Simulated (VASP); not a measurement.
Input of a VASP 6.6.1 run:

INCAR

```
PREC = Accurate
ENCUT = 520
EDIFF = 1E-6
ISMEAR = 1
SIGMA = 0.6
LREAL = F
LASPH = T
NELM = 60
ALGO = Normal
ISIF = 2
LWAVE = F
LCHARG = F
GGA = PE
NBANDS = 12
```

The input KPOINTS:

```
regular mesh
0
Gamma
  9 9 9
```

The input POSCAR:

```
Sb
1.0
    2.1879029667      1.2631863668      3.8431731385
   -2.1879029667      1.2631863668      3.8431731385
    0.0000000000     -2.5263727336      3.8431731385
Sb
2
Direct
    0.2326795448      0.2326795448      0.2326795448
    0.7673204552      0.7673204552      0.7673204552
```

Potentials or basis: VASP PAW PBE potentials, release 64 (Sb).

Launch:

```bash
$ cat potpaw_PBE.64/Sb/POTCAR > POTCAR
$ mpirun -np 1 vasp_std > vasp.out
```

**Question.** Estimate the largest force.

**Answer.** 0.024 eV/Å.

**Question.** What does it give for the pressure?

**Answer.** 0.0 GPa.

Forces on the atoms (eV/Å):
```
Sb   0.000  0.000  0.024
Sb   0.000  0.000 -0.024
```
